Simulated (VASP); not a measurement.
# CdO (Fm-3m) in VASP: further runs

Runs on CdO. Level: PBE. Tasks: single point.

All numbers are computed with VASP 6.6.1; they aren't measurements. Logs are shortened: lines on timing, memory, paths and dates and some standing lists are left out, and cuts for length are marked.

### Step 1. The cell of the first run

The structure is cubic, space group Fm-3m (No. 225). Conventional cell: a = 4.718 Å, b = 4.718 Å, c = 4.718 Å, α = 90.00°, β = 90.00°, γ = 90.00°. Within 3.1 Å of Cd (site symmetry m-3m) lie 6 O at 2.36 Å. O (site symmetry m-3m) has 6 Cd at 2.36 Å within 3.1 Å.

### Step 2. Single point, PBE

The input, INCAR:

```
ALGO = Normal
EDIFF = 1E-6
ENCUT = 600
GGA = PE
GGA_COMPAT = False
ISIF = 2
ISMEAR = -1
LASPH = True
LCHARG = False
LREAL = False
LWAVE = False
NBANDS = 16
NELM = 120
PREC = Accurate
SIGMA = 0.1
```

The input, KPOINTS:

```
k-points
0
Gamma
  7 7 7
```

The input, POSCAR:

```
CdO
1.0
    0.0000000000      2.3591184600      2.3591184600
    2.3591184600      0.0000000000      2.3591184600
    2.3591184600      2.3591184600      0.0000000000
Cd O
1 1
Direct
    0.0000000000      0.0000000000      0.0000000000
    0.5000000000      0.5000000000      0.5000000000
```

Potentials or basis: VASP PAW PBE potentials, release 64 (Cd, O).

Launch:

```bash
$ cat potpaw_PBE.64/Cd/POTCAR potpaw_PBE.64/O/POTCAR > POTCAR
$ mpirun -np 1 vasp_std > vasp.out
```

OUTCAR:

```text
EDIFF = 1E-6
   ENCUT = 600
   GGA = PE
   ISIF = 2
   ISMEAR = -1
   LASPH = True
   LREAL = False
   NELM = 120
   PREC = Accurate

 ion  position               nearest neighbor table
   1  0.000  0.000  0.000-   2 2.36   2 2.36   2 2.36   2 2.36   2 2.36   2 2.36
   2  0.500  0.500  0.500-   1 2.36   1 2.36   1 2.36   1 2.36   1 2.36   1 2.36

  LATTYP: Found a face centered cubic cell.
 ALAT       =     4.7182369200

  Lattice vectors:

 A1 = (   0.0000000000,   2.3591184600,   2.3591184600)
 A2 = (   2.3591184600,   0.0000000000,   2.3591184600)
 A3 = (   2.3591184600,   2.3591184600,   0.0000000000)

Analysis of symmetry for initial positions (statically):
=====================================================================
 Subroutine PRICEL returns:
 Original cell was already a primitive cell.

 Routine SETGRP: Setting up the symmetry group for a
 face centered cubic supercell.

 Subroutine GETGRP returns: Found 48 space group operations
 (whereof 48 operations were pure point group operations)
 out of a pool of 48 trial point group operations.

The static configuration has the point symmetry O_h .

Analysis of symmetry for dynamics (positions and initial velocities):
=====================================================================
 Subroutine PRICEL returns:
 Original cell was already a primitive cell.

 Routine SETGRP: Setting up the symmetry group for a
 face centered cubic supercell.

 Subroutine GETGRP returns: Found 48 space group operations
 (whereof 48 operations were pure point group operations)
 out of a pool of 48 trial point group operations.

The dynamic configuration has the point symmetry O_h .

 Subroutine INISYM returns: Found 48 space group operations
 (whereof 48 operations are pure point group operations),
 and found     1 'primitive' translations

----------------------------------------------------------------------------------------

                                     Primitive cell

  volume of cell :      26.2591

  direct lattice vectors                    reciprocal lattice vectors
     0.000000000  2.359118460  2.359118460    -0.211943575  0.211943575  0.211943575
     2.359118460  0.000000000  2.359118460     0.211943575 -0.211943575  0.211943575
     2.359118460  2.359118460  0.000000000     0.211943575  0.211943575 -0.211943575

  length of vectors
     3.336297321  3.336297321  3.336297321     0.367097040  0.367097040  0.367097040

  position of ions in fractional coordinates (direct lattice)
     0.000000000  0.000000000  0.000000000
     0.500000000  0.500000000  0.500000000

  ion indices of the primitive-cell ions
   primitive index   ion index
                 1           1
                 2           2

----------------------------------------------------------------------------------------

 KPOINTS: k-points

Automatic generation of k-mesh.
 Grid dimensions read from file:
 generate k-points for:    7    7    7

 Generating k-lattice:

  Cartesian coordinates                     Fractional coordinates (reciprocal lattice)
    -0.030277654  0.030277654  0.030277654     0.142857143  0.000000000  0.000000000
     0.030277654 -0.030277654  0.030277654     0.000000000  0.142857143  0.000000000
     0.030277654  0.030277654 -0.030277654     0.000000000  0.000000000  0.142857143

  Length of vectors
     0.052442434  0.052442434  0.052442434

  Shift w.r.t. Gamma in fractional coordinates (k-lattice)
     0.000000000  0.000000000  0.000000000

 Subroutine IBZKPT returns following result:
 ===========================================

 Found     20 irreducible k-points:

 Following reciprocal coordinates:
            Coordinates               Weight
  0.000000  0.000000  0.000000      1.000000
  0.142857  0.000000  0.000000      8.000000
  0.285714  0.000000  0.000000      8.000000
  0.428571  0.000000  0.000000      8.000000
  0.142857  0.142857  0.000000      6.000000
  0.285714  0.142857  0.000000     24.000000
[... 12 lines left out ...]
 -0.428571  0.428571  0.142857     24.000000
 -0.285714  0.428571  0.142857     24.000000
   k-points           NKPTS =     20   k-points in BZ     NKDIM =     20   number of bands    NBANDS=     16
   number of dos      NEDOS =    301   number of ions     NIONS =      2
   total plane-waves  NPLWV =  21952
   dimension x,y,z NGX =    28 NGY =   28 NGZ =   28
   dimension x,y,z NGXF=    56 NGYF=   56 NGZF=   56
   ions per type =               1   1
   NGX,Y,Z   is equivalent  to a cutoff of  13.95, 13.95, 13.95 a.u.
   NGXF,Y,Z  is equivalent  to a cutoff of  27.90, 27.90, 27.90 a.u.
 SYSTEM =  unknown system
   PREC   = accura    normal or accurate (medium, high low for compatibility)
   ISTART =      0    job   : 0-new  1-cont  2-samecut
   ICHARG =      2    charge: 1-file 2-atom 10-const
   ISPIN  =      1    spin polarized calculation?
   LNONCOLLINEAR =      F non collinear calculations
   LSORBIT =      F    spin-orbit coupling
   LASPH  =      T    aspherical Exc in radial PAW
   ENCUT  =  600.0 eV  44.10 Ry    6.64 a.u.   6.66  6.66  6.66*2*pi/ulx,y,z
   NELM   =    120;   NELMIN=  2; NELMDL= -5     # of ELM steps
   EDIFF  = 0.1E-05   stopping-criterion for ELM
   LREAL  =      F    real-space projection
   EDIFFG = 0.1E-04   stopping-criterion for IOM
   NSW    =      0    number of steps for IOM
   IBRION =     -1    ionic relax: 0-MD 1-quasi-New 2-CG
   NFREE  =      0    steps in history (QN), initial steepest desc. (CG)
   ISIF   =      2    stress and relaxation
   ISYM   =      2    0-nonsym 1-usesym 2-fastsym
   POTIM  = 0.5000    time-step for ionic-motion
   TEBEG  =    0.0;   TEEND  =   0.0 temperature during run
   PSTRESS=    0.0 pullay stress
   NELECT =      18.0000    total number of electrons
   NUPDOWN=      -1.0000    fix difference up-down
   EMIN   =  10.00;   EMAX   =-10.00  energy-range for DOS
   EFERMI =   0.00;   METHOD = LEGACY
   ISMEAR =    -1;   SIGMA  =   0.10  broadening in eV -4-tet -1-fermi 0-gaus
   EFERMI_NEDOS =   21; number of points for ismear=-14 and -15
   IALGO  =     38    algorithm
   IMIX   =      4    mixing-type and parameters
     AMIX     =   0.40;   BMIX     =  1.00
     AMIX_MAG =   1.60;   BMIX_MAG =  1.00
  volume/ion in A,a.u.               =      13.13        88.60
  Fermi-wavevector in a.u.,A,eV,Ry     =   1.443464  2.727751 28.348935  2.083588
  Thomas-Fermi vector in A             =   2.561869
   LORBIT       =      0    0 simple, 1 ext, 2 COOP (PROOUT), +10 PAW based schemes
   GGA     = PE    functional components
   LHFCALC =     F    Hartree Fock is set to
   AEXX    =    0.0000 exact exchange contribution
   IVDW    =     0    specifies the selected vdW correction
   LEPSILON=     F    determine dielectric tensor
   LRPA    =     F    only Hartree local field effects (RPA)
 non-spin polarized calculation
  energy-cutoff  :      600.00
  volume of cell :       26.26
 maximum number of plane-waves:       893
   NGX = 13   NGY = 13   NGZ = 13

 number of electron      18.0000000 magnetization

 Free energy of the ion-electron system (eV)
  ---------------------------------------------------
  ext. energy  EPLUGINS =         0.00000000
  ---------------------------------------------------
  free energy    TOTEN  =        -7.71439357 eV

  energy without entropy =       -7.71134104  energy(sigma->0) =       -7.71286730

 E-fermi :   2.2390     XC(G=0): -11.6302

 val. band max:        1.8584143129   @ k =   0.4286   0.0000   0.0000
 cond. band min:       3.0938822292   @ k =   0.1429   0.0000   0.0000
 fundamental gap:      1.2354679162
 Fermi energy:         2.2390135635

 k-point     1 :       0.0000    0.0000    0.0000
  band No.  band energies     occupation
      1     -15.3575      2.00000
      2      -4.7616      2.00000
      3      -4.7616      2.00000
      4      -4.7616      2.00000
      5      -4.4636      2.00000
      6      -4.4636      2.00000
[... 8 lines left out ...]
     15      19.9356      0.00000
     16      19.9356      0.00000

 k-point     2 :       0.1429    0.0000    0.0000
  band No.  band energies     occupation
      1     -15.2242      2.00000
      2      -4.8463      2.00000
      3      -4.7607      2.00000
      4      -4.7607      2.00000
      5      -4.5547      2.00000
      6      -4.5547      2.00000
[... 8 lines left out ...]
     15      20.4948      0.00000
     16      20.4948      0.00000

 k-point     3 :       0.2857    0.0000    0.0000
  band No.  band energies     occupation
      1     -14.9060      2.00000
      2      -5.1826      2.00000
      3      -5.0520      2.00000
      4      -5.0520      2.00000
      5      -4.4130      2.00000
      6      -4.4130      2.00000
[... 8 lines left out ...]
     15      21.7029      0.00000
     16      21.7029      0.00000

 k-point     4 :       0.4286    0.0000    0.0000
  band No.  band energies     occupation
      1     -14.6284      2.00000
      2      -5.5997      2.00000
      3      -5.2955      2.00000
      4      -5.2955      2.00000
      5      -4.2486      2.00000
      6      -4.2486      2.00000
[... 8 lines left out ...]
     15      23.3519      0.00000
     16      23.3521      0.00000
[... 248 lines left out ...]
 k-point    18 :      -0.4286    0.2857    0.1429
  band No.  band energies     occupation
      1     -14.6349      2.00000
      2      -5.2253      2.00000
      3      -5.0233      2.00000
      4      -4.9637      2.00000
      5      -4.2640      2.00000
      6      -4.1560      2.00000
[... 8 lines left out ...]
     15      21.7360      0.00000
     16      25.2851      0.00000

 k-point    19 :      -0.4286    0.4286    0.1429
  band No.  band energies     occupation
      1     -14.6768      2.00000
      2      -5.0959      2.00000
      3      -4.7203      2.00000
      4      -4.5918      2.00000
      5      -4.1424      2.00000
      6      -4.0062      2.00000
[... 8 lines left out ...]
     15      23.7338      0.00000
     16      26.1200      0.00000

 k-point    20 :      -0.2857    0.4286    0.1429
  band No.  band energies     occupation
      1     -14.6286      2.00000
      2      -5.0841      2.00000
      3      -4.8720      2.00000
      4      -4.7792      2.00000
      5      -4.1382      2.00000
      6      -3.9961      2.00000
[... 8 lines left out ...]
     15      21.6659      0.00000
     16      26.9046      0.00000

------------------------ aborting loop because EDIFF is reached ----------------------------------------

  FORCE on cell =-STRESS in cart. coord.  units (eV):
  Direction    XX          YY          ZZ          XY          YZ          ZX
  --------------------------------------------------------------------------------------
  -------------------------------------------------------------------------------------
  Total        0.8941027      0.8941027      0.8941027      0.0000000      0.0000000     -0.0000000
  in kB       54.5530144     54.5530144     54.5530144      0.0000000      0.0000000     -0.0000000
  external PRESSURE =      54.5530144 kB  Pullay stress =       0.0000000 kB

 VOLUME and BASIS-vectors are now :
 -----------------------------------------------------------------------------
  energy-cutoff  :      600.00
  volume of cell :       26.26
      direct lattice vectors                 reciprocal lattice vectors
     0.000000000  2.359118460  2.359118460    -0.211943575  0.211943575  0.211943575
     2.359118460  0.000000000  2.359118460     0.211943575 -0.211943575  0.211943575
     2.359118460  2.359118460  0.000000000     0.211943575  0.211943575 -0.211943575

 POSITION                                       TOTAL-FORCE (eV/Angst)
 -----------------------------------------------------------------------------------
      0.00000      0.00000      0.00000        -0.000000     -0.000000     -0.000000
      2.35912      2.35912      2.35912         0.000000      0.000000      0.000000
 -----------------------------------------------------------------------------------
    total drift:                                0.000000      0.000000      0.000000

  FREE ENERGIE OF THE ION-ELECTRON SYSTEM (eV)
  ---------------------------------------------------
  free  energy   TOTEN  =        -7.7143935673 eV

  energy  without entropy=       -7.7113410408  energy(sigma->0) =       -7.71286730
```

It took 23 s on 1 thread of Intel Xeon 8259CL, shared host; peak memory 0.16 GiB.

Results:

* Free energy: -7.7144 eV
* Pressure: 5.5 GPa
* Band gap on the k mesh: zero (band 9 reaches 1.86 eV, above the bottom of band 10 at 1.47 eV)

Levels at points of the mesh, in eV from the Fermi level:
| k point | band 5 | band 6 | band 7 | band 8 | band 9 | band 10 | band 11 | band 12 | band 13 | band 14 |
| --- | --- | --- | --- | --- | --- | --- | --- | --- | --- | --- |
| (0.00, 0.00, 0.00) | -6.70 | -6.70 | -1.60 | -1.60 | -1.60 | -0.77 | 14.66 | 16.63 | 16.63 | 16.63 |

### Step 3. Single point, PBE

The input, INCAR:

```
SYSTEM = CdO
PREC = Accurate
ENCUT = 600
EDIFF = 1E-6
ISMEAR = -1
SIGMA = 0.1
LREAL = .False.
LASPH = .True.
NELM = 120
ALGO = Normal
ISIF = 2
LWAVE = .False.
LCHARG = .True.
GGA = PE
LELF = .True.
LVHAR = .True.
NBANDS = 16
GGA_COMPAT = .False.
```

The input, KPOINTS:

```
regular mesh
0
Gamma
  7 7 7
  0 0 0
```

POSCAR is that of step 2.

Potentials or basis: VASP PAW PBE potentials, release 64 (Cd, O).

Launch:

```bash
$ cat potpaw_PBE.64/Cd/POTCAR potpaw_PBE.64/O/POTCAR > POTCAR
$ mpirun -np 1 vasp_std > vasp.out
```

Run time: 24 s. Hardware: 1 thread of Intel Xeon 8259CL, shared host; peak memory 0.16 GiB.

The run converged. Its results:

```yaml
Free_energy: -7.7144 eV
Pressure: 5.5 GPa
Band_gap_on_the_k_mesh: zero (band 9 reaches 1.86 eV, above the bottom of band 10 at 1.47 eV)
```

Levels at points of the mesh, in eV from the Fermi level:
```tsv
k point	band 6	band 7	band 8	band 9	band 10	band 11	band 12	band 13
(0.00, 0.00, 0.00)	-6.70	-1.60	-1.60	-1.60	-0.77	14.66	16.63	16.63
```
